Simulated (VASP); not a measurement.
Wanted: the native input for a VASP 6.6.1 run.

| Quantity | Value |
| --- | --- |
| Task | single point |
| Functional | PBE |
| Potentials or basis | VASP PAW PBE potentials, release 64 (Ti_sv, O) |
| Cutoff | 520 eV |
| k mesh | 6 × 6 × 6 |
| Occupations | gaussian, width 0.05 eV |
| Spin | no spin polarisation |
| Hubbard terms | Ti d U = 4.0 eV |
| Dipole correction | no |
| Further INCAR settings | ALGO = Normal; EDIFF = 1e-07; NBANDS = 33 |

The structure of TiO2 lies in POSCAR:

```
TiO2
1.0
    2.7135409263     -2.7136163321     -0.0202485480
    2.7135409263      2.7136163321     -0.0202485480
   -2.6767287785      0.0000000000      4.9358366747
Ti O
2 4
Direct
    0.1250069486      0.8749930514      0.2500000000
    0.8749930514      0.1250069486      0.7500000000
    0.3455605588      0.0955838341      0.6911308395
    0.6544394412      0.9044161659      0.3088691605
    0.9044161659      0.6544394412      0.8088691605
    0.0955838341      0.3455605588      0.1911308395
```

This cell differs from its parent crystal: atoms shifted along a free coordinate.

One way to write it, as run:

INCAR

```
SYSTEM = TiO2
PREC = Accurate ; ENCUT = 520
EDIFF = 1E-7 ; ISMEAR = 0
SIGMA = 0.05 ; LREAL = .False.
LASPH = .True. ; NELM = 150
ALGO = Normal ; ISIF = 2
LWAVE = .False. ; LCHARG = .False.
LMAXMIX = 4 ; LDAU = .True.
LDAUTYPE = 2 ; LDAUL = 2 -1
LDAUU = 4 0 ; LDAUJ = 0 0
LDAUPRINT = 1 ; GGA = PE
NBANDS = 33
```

KPOINTS

```
regular mesh
0
Gamma
  6 6 6
  0 0 0
```

Potentials or basis: VASP PAW PBE potentials, release 64 (Ti_sv, O).

The run is started by

```bash
$ cat potpaw_PBE.64/Ti_sv/POTCAR potpaw_PBE.64/O/POTCAR > POTCAR
$ mpirun -np 1 vasp_std > vasp.out
```

It gave:

```json
{
 "Pressure": "-3.2 GPa",
 "Largest force": "1.464 eV/Å",
 "Band gap on the k mesh": "2.08 eV (least direct gap 2.75 eV)"
}
```

Caveat: the cell differs from its parent crystal (atoms shifted along a free coordinate); the stress differs along the axes, from -15 to 3 GPa; forces of over 1 eV/Å act on the atoms, so gaps and moduli don't describe the material at rest.

Run time: 2.9 min on 1 thread of Intel(R) Xeon(R) Platinum 8488C (Sapphire Rapids), on a shared host, peak memory 0.26 GiB.
